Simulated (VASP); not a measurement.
# Sc3Ga2As (P4/mmm) in VASP: further runs

The runs below take Sc3Ga2As through relaxation of cell and atoms, single point, with PBE.

All numbers are computed with VASP 6.6.1; they aren't measurements. Logs are shortened: lines on timing, memory, paths and dates and some standing lists are left out, and cuts for length are marked.

## Step 1: The cell of the first run

Symmetry: P4/mmm, No. 123, tetragonal system. Conventional cell: a = 3.287 Å, b = 3.287 Å, c = 10.074 Å, α = 90.00°, β = 90.00°, γ = 90.00°. Sc (site symmetry 4mm) has 4 Ga at 2.81 Å and 4 As at 2.96 Å and 6 Sc at 3.21 to 3.66 Å within 3.7 Å. Within 3.7 Å of Sc (site symmetry 4/mmm) lie 8 Ga at 2.83 Å and 6 Sc at 3.21 to 3.29 Å. Ga (site symmetry 4mm) has 8 Sc at 2.81 to 2.83 Å and 5 Ga at 3.24 to 3.29 Å and 1 As at 3.42 Å within 3.7 Å. Within 3.9 Å of As (site symmetry 4/mmm) lie 8 Sc at 2.96 Å and 4 As at 3.29 Å and 2 Ga at 3.42 Å.

## Step 2: Relaxation of cell and atoms, PBE

File INCAR:

```
  ALGO = Fast
  EDIFF = 1E-7
  EDIFFG = -0.04
  ENCUT = 600
  GGA = PE
  IBRION = 2
  ISIF = 3
  ISMEAR = 0
  LASPH = T
  LCHARG = F
  LREAL = F
  LWAVE = F
  NELM = 100
  NSW = 90
  PREC = Accurate
  SIGMA = 0.1
```

File KPOINTS:

```
k-points
0
Gamma
  6 6 2
```

File POSCAR:

```
Sc3Ga2As
1.0
    3.2866349000      0.0000000000      0.0000000000
    0.0000000000      3.2866349000      0.0000000000
    0.0000000000      0.0000000000     10.0736430700
Sc Ga As
3 2 1
Direct
    0.5000000000      0.5000000000      0.1817286000
    0.5000000000      0.5000000000      0.5000000000
    0.5000000000      0.5000000000      0.8182714000
    0.0000000000      0.0000000000      0.3392778000
    0.0000000000      0.0000000000      0.6607222000
    0.0000000000      0.0000000000      0.0000000000
```

Potentials or basis: VASP PAW PBE potentials, release 64 (Sc_sv, Ga_d, As).

Command:

```console
> cat potpaw_PBE.64/Sc_sv/POTCAR potpaw_PBE.64/Ga_d/POTCAR potpaw_PBE.64/As/POTCAR > POTCAR
> mpirun -np 1 vasp_std > vasp.out
```

OUTCAR:

```text
EDIFF = 1E-7
   EDIFFG = -0.04
   ENCUT = 600
   GGA = PE
   IBRION = 2
   ISIF = 3
   ISMEAR = 0
   LASPH = T
   LREAL = F
   NELM = 100
   NSW = 90
   PREC = Accurate

 ion  position               nearest neighbor table
   1  0.500  0.500  0.182-   4 2.81   4 2.81   4 2.81   4 2.81   6 2.96   6 2.96   6 2.96   6 2.96
                             2 3.21
   2  0.500  0.500  0.500-   4 2.83   5 2.83   4 2.83   5 2.83   4 2.83   5 2.83   4 2.83   5 2.83
                             1 3.21   3 3.21
   3  0.500  0.500  0.818-   5 2.81   5 2.81   5 2.81   5 2.81   6 2.96   6 2.96   6 2.96   6 2.96
                             2 3.21
   4  0.000  0.000  0.339-   1 2.81   1 2.81   1 2.81   1 2.81   2 2.83   2 2.83   2 2.83   2 2.83

   5  0.000  0.000  0.661-   3 2.81   3 2.81   3 2.81   3 2.81   2 2.83   2 2.83   2 2.83   2 2.83

   6  0.000  0.000  0.000-   1 2.96   3 2.96   1 2.96   3 2.96   1 2.96   3 2.96   1 2.96   3 2.96

  LATTYP: Found a simple tetragonal cell.
 ALAT       =     3.2866349000
 C/A-ratio  =     3.0650325870

  Lattice vectors:

 A1 = (   3.2866349000,   0.0000000000,   0.0000000000)
 A2 = (   0.0000000000,   3.2866349000,   0.0000000000)
 A3 = (   0.0000000000,   0.0000000000,  10.0736430700)

Analysis of symmetry for initial positions (statically):
=====================================================================
 Subroutine PRICEL returns:
 Original cell was already a primitive cell.

 Routine SETGRP: Setting up the symmetry group for a
 simple tetragonal supercell.

 Subroutine GETGRP returns: Found 16 space group operations
 (whereof 16 operations were pure point group operations)
 out of a pool of 16 trial point group operations.

The static configuration has the point symmetry D_4h.

Analysis of symmetry for dynamics (positions and initial velocities):
=====================================================================
 Subroutine PRICEL returns:
 Original cell was already a primitive cell.

 Routine SETGRP: Setting up the symmetry group for a
 simple tetragonal supercell.

 Subroutine GETGRP returns: Found 16 space group operations
 (whereof 16 operations were pure point group operations)
 out of a pool of 16 trial point group operations.

The dynamic configuration has the point symmetry D_4h.

 Subroutine INISYM returns: Found 16 space group operations
 (whereof 16 operations are pure point group operations),
 and found     1 'primitive' translations

----------------------------------------------------------------------------------------

[... 101 lines left out ...]
   ISIF   =      3    stress and relaxation
   ISYM   =      2    0-nonsym 1-usesym 2-fastsym
   POTIM  = 0.5000    time-step for ionic-motion
   TEBEG  =    0.0;   TEEND  =   0.0 temperature during run
   PSTRESS=    0.0 pullay stress
   NELECT =      64.0000    total number of electrons
   NUPDOWN=      -1.0000    fix difference up-down
   EMIN   =  10.00;   EMAX   =-10.00  energy-range for DOS
   EFERMI =   0.00;   METHOD = LEGACY
   ISMEAR =     0;   SIGMA  =   0.10  broadening in eV -4-tet -1-fermi 0-gaus
   EFERMI_NEDOS =   21; number of points for ismear=-14 and -15
   IALGO  =     68    algorithm
   IMIX   =      4    mixing-type and parameters
     AMIX     =   0.40;   BMIX     =  1.00
     AMIX_MAG =   1.60;   BMIX_MAG =  1.00
  volume/ion in A,a.u.               =      18.14       122.39
  Fermi-wavevector in a.u.,A,eV,Ry     =   1.371634  2.592013 25.597737  1.881381
  Thomas-Fermi vector in A             =   2.497313
   LORBIT       =      0    0 simple, 1 ext, 2 COOP (PROOUT), +10 PAW based schemes
   GGA     = PE    functional components
   LHFCALC =     F    Hartree Fock is set to
   AEXX    =    0.0000 exact exchange contribution
   IVDW    =     0    specifies the selected vdW correction
   LEPSILON=     F    determine dielectric tensor
   LRPA    =     F    only Hartree local field effects (RPA)
 conjugate gradient relaxation of ions
 non-spin polarized calculation
 RMM-DIIS sequential band-by-band and
 Gauss-broadening in eV      SIGMA  =   0.10
  energy-cutoff  :      600.00
  volume of cell :      108.82
 maximum number of plane-waves:      3680
 NGX is ok and might be reduce to    28
   NGX = 13   NGY = 13   NGZ = 41

--------------------------------------- Ionic step        1  -------------------------------------------

 number of electron      64.0000000 magnetization

 Free energy of the ion-electron system (eV)
  ---------------------------------------------------
  ext. energy  EPLUGINS =         0.00000000
  ---------------------------------------------------
  free energy    TOTEN  =       -32.69021035 eV

  energy without entropy =      -32.65845556  energy(sigma->0) =      -32.67433295

------------------------ aborting loop because EDIFF is reached ----------------------------------------

  FORCE on cell =-STRESS in cart. coord.  units (eV):
  Direction    XX          YY          ZZ          XY          YZ          ZX
  --------------------------------------------------------------------------------------
  -------------------------------------------------------------------------------------
  Total        4.6442793      4.6442793      3.9245826      0.0000000      0.0000000      0.0000000
  in kB       68.3816272     68.3816272     57.7849279      0.0000000      0.0000000      0.0000000
  external PRESSURE =      64.8493941 kB  Pullay stress =       0.0000000 kB
[... 101 lines left out ...]
  FREE ENERGIE OF THE ION-ELECTRON SYSTEM (eV)
  ---------------------------------------------------
  free  energy   TOTEN  =       -32.9421109762 eV

  energy  without entropy=      -32.9094120040  energy(sigma->0) =      -32.92576149

[... ionic steps 4 to 10 ...]

--------------------------------------- Ionic step       11  -------------------------------------------

 number of electron      64.0000016 magnetization

------------------------ aborting loop because EDIFF is reached ----------------------------------------
[... 75 lines left out ...]
--------------------------------------- Ionic step       13  -------------------------------------------

 number of electron      64.0000012 magnetization

 Free energy of the ion-electron system (eV)
  ---------------------------------------------------
  ext. energy  EPLUGINS =         0.00000000
  ---------------------------------------------------
  free energy    TOTEN  =       -33.37309224 eV

  energy without entropy =      -33.35262346  energy(sigma->0) =      -33.36285785

 E-fermi :   5.7924     XC(G=0): -10.8728

 val. band max:        5.7766020969   @ k =   0.5000   0.1667   0.0000
 cond. band min:       5.8199401291   @ k =   0.5000   0.0000   0.5000
 fundamental gap:      0.0433380321
 Fermi energy:         5.7923884593

 k-point     1 :       0.0000    0.0000    0.0000
  band No.  band energies     occupation
      1     -43.9635      2.00000
      2     -43.9332      2.00000
      3     -43.9212      2.00000
      4     -22.6928      2.00000
      5     -22.6276      2.00000
      6     -22.5907      2.00000
[... 842 lines left out ...]
  FREE ENERGIE OF THE ION-ELECTRON SYSTEM (eV)
  ---------------------------------------------------
  free  energy   TOTEN  =       -33.3730922397 eV

  energy  without entropy=      -33.3526234610  energy(sigma->0) =      -33.36285785

 reached required accuracy - stopping structural energy minimisation
```

OSZICAR:

```text
N       E                     dE             d eps       ncg     rms          rms(c)
DAV:   1     0.112333092992E+04    0.11233E+04   -0.31518E+04  1520   0.270E+03
DAV:   2     0.116879917129E+03   -0.10065E+04   -0.98905E+03  1936   0.851E+02
DAV:   3    -0.261946928846E+02   -0.14307E+03   -0.13841E+03  2318   0.353E+02
[... 278 lines left out ...]
RMM:   8    -0.333730915489E+02   -0.17259E-05   -0.19169E-05  2000   0.250E-02    0.342E-03
RMM:   9    -0.333730916395E+02   -0.90593E-07   -0.68099E-06  1743   0.198E-02    0.125E-03
RMM:  10    -0.333730920010E+02   -0.36146E-06   -0.31506E-06  1389   0.101E-02    0.550E-04
RMM:  11    -0.333730921465E+02   -0.14555E-06   -0.14069E-06  1177   0.581E-03    0.478E-04
RMM:  12    -0.333730922397E+02   -0.93183E-07   -0.72030E-07  1018   0.508E-03
  13 F= -.33373092E+02 E0= -.33362858E+02  d E =-.109668E-02
```

Run time: 17 min. Hardware: 1 thread of Intel Xeon 6975P-C (Granite Rapids), shared host; peak memory 0.31 GiB.

What came out:

```
Free energy                            : -33.3731 eV
Relaxed volume                         : 19.20 Å³/atom
Relaxed cell                           : a = 3.502 Å, b = 3.502 Å, c = 9.397 Å, α = 90.00°, β = 90.00°, γ = 90.00°
Space group after relaxing (to 0.05 Å) : P4/mmm (No. 123)
Energy gained by relaxing              : 113.8 meV/atom
Ionic steps                            : 13
Pressure after relaxing                : 0.1 GPa
Largest force after relaxing           : 0.032 eV/Å
Band gap on the k mesh                 : zero (band 32 reaches 5.92 eV, above the bottom of band 33 at 4.92 eV)
```

Forces in eV/Å, atoms in the order of the input:
```
Sc   0.000  0.000 -0.032
Sc   0.000  0.000  0.000
Sc   0.000  0.000  0.032
Ga   0.000  0.000  0.004
Ga   0.000  0.000 -0.004
As   0.000  0.000  0.000
```

Stress tensor (GPa, compression positive):
```
 0.17  0.00  0.00
 0.00  0.17  0.00
 0.00  0.00 -0.13
```

Step by step:
| step | energy change (eV) | largest force (eV/Å) | pressure (GPa) | volume (Å³) |
| --- | --- | --- | --- | --- |
| 1 | 0.0000 | 1.2368 | 6.48 | 108.82 |
| 2 | -0.2440 | 0.7439 | -2.48 | 120.79 |
| 3 | -0.2519 | 0.7994 | -1.31 | 118.80 |
| 4 | -0.3475 | 0.7783 | -1.03 | 118.01 |
| 5 | -0.5881 | 0.3286 | 0.25 | 115.58 |
| 6 | -0.5891 | 0.4011 | 0.83 | 114.86 |
| 7 | -0.5937 | 0.3594 | 0.52 | 115.22 |
| 8 | -0.6351 | 0.6246 | -0.09 | 115.99 |
| 9 | -0.6368 | 0.5538 | -0.01 | 115.88 |
| 10 | -0.6766 | 0.1715 | -0.30 | 115.94 |
| 11 | -0.6818 | 0.0330 | -0.40 | 115.96 |
| 12 | -0.6820 | 0.0309 | 0.51 | 114.57 |
| 13 | -0.6829 | 0.0316 | 0.07 | 115.22 |

Final structure:
```
CELL_PARAMETERS angstrom
3.50171 0.00000 0.00000
0.00000 3.50171 0.00000
0.00000 0.00000 9.39670
ATOMIC_POSITIONS crystal
Sc 0.50000 0.50000 0.15959
Sc 0.50000 0.50000 0.50000
Sc 0.50000 0.50000 0.84041
Ga 0.00000 0.00000 0.33657
Ga 0.00000 0.00000 0.66343
As 0.00000 0.00000 0.00000
```

Levels at points of the mesh, in eV from the Fermi level:
```tsv
k point	band 29	band 30	band 31	band 32	band 33	band 34	band 35	band 36
(0.00, 0.00, 0.00)	-1.01	-0.70	-0.56	-0.02	0.12	0.64	0.64	1.81
(0.50, 0.00, 0.00)	-2.46	-1.29	-1.04	-0.05	0.35	0.44	0.70	1.03
(0.50, 0.50, 0.00)	-2.44	-2.32	-2.32	-1.00	-0.88	-0.87	1.56	1.85
(0.00, 0.00, 0.50)	-1.02	-0.72	-0.61	-0.31	0.33	0.76	0.76	1.56
(0.50, 0.00, 0.50)	-1.97	-1.01	-0.44	0.03	0.22	0.31	0.36	0.50
(0.50, 0.50, 0.50)	-2.46	-2.46	-2.30	-2.30	-0.34	0.03	2.02	2.15
```

## Step 3: Single point, PBE

This run uses another cell than the first one, of 19.13 Å³/atom, 1.055 times its volume.

File INCAR:

```
SYSTEM = Sc3Ga2As
PREC = Accurate ; ENCUT = 520
EDIFF = 1E-7 ; ISMEAR = 0
SIGMA = 0.1 ; LREAL = .False.
LASPH = .True. ; NELM = 60
ALGO = Fast ; ISIF = 2
LWAVE = .False. ; LCHARG = .False.
GGA = PE ; NBANDS = 41
```

File KPOINTS:

```
Automatic mesh
0
Gamma
  10 10 4
  0 0 0
```

File POSCAR:

```
Sc3Ga2As
1.0
    3.4826781328      0.0000000000      0.0000000000
    0.0000000000      3.4826781328      0.0000000000
    0.0000000000      0.0000000000      9.4640245702
Sc Ga As
3 2 1
Direct
    0.5000000000      0.5000000000      0.1581771037
    0.5000000000      0.5000000000      0.5000000000
    0.5000000000      0.5000000000      0.8418228963
    0.0000000000      0.0000000000      0.3367501022
    0.0000000000      0.0000000000      0.6632498978
    0.0000000000      0.0000000000      0.0000000000
```

Potentials or basis: VASP PAW PBE potentials, release 64 (Sc_sv, Ga_d, As).

Command:

```console
> cat potpaw_PBE.64/Sc_sv/POTCAR potpaw_PBE.64/Ga_d/POTCAR potpaw_PBE.64/As/POTCAR > POTCAR
> mpirun -np 1 vasp_std > vasp.out
```

Run time: 4.1 min. Hardware: 1 thread of Intel Xeon 6975P-C (Granite Rapids), shared host; peak memory 0.41 GiB.

Results (log left out):

```yaml
Free_energy: -33.4011 eV
Pressure: 0.2 GPa
Largest_force: 0.016 eV/Å
Band_gap_on_the_k_mesh: zero (band 32 reaches 6.10 eV, above the bottom of band 33 at 4.93 eV)
```

Forces in eV/Å, atoms in the order of the input:
```
Sc   0.000  0.000  0.016
Sc   0.000  0.000  0.000
Sc   0.000  0.000 -0.016
Ga   0.000  0.000 -0.003
Ga   0.000  0.000  0.003
As   0.000  0.000  0.000
```

Levels at points of the mesh, in eV from the Fermi level:
```tsv
k point	band 29	band 30	band 31	band 32	band 33	band 34	band 35	band 36
(0.00, 0.00, 0.00)	-0.99	-0.70	-0.55	-0.05	0.11	0.68	0.68	1.90
(0.50, 0.00, 0.00)	-2.50	-1.35	-1.01	-0.03	0.30	0.41	0.72	1.07
(0.50, 0.50, 0.00)	-2.46	-2.31	-2.31	-1.08	-0.90	-0.84	1.54	1.84
(0.00, 0.00, 0.50)	-1.00	-0.75	-0.62	-0.32	0.30	0.80	0.80	1.62
(0.50, 0.00, 0.50)	-2.04	-0.98	-0.47	-0.06	0.23	0.30	0.39	0.41
(0.50, 0.50, 0.50)	-2.48	-2.48	-2.29	-2.29	-0.33	0.05	1.92	2.11
```
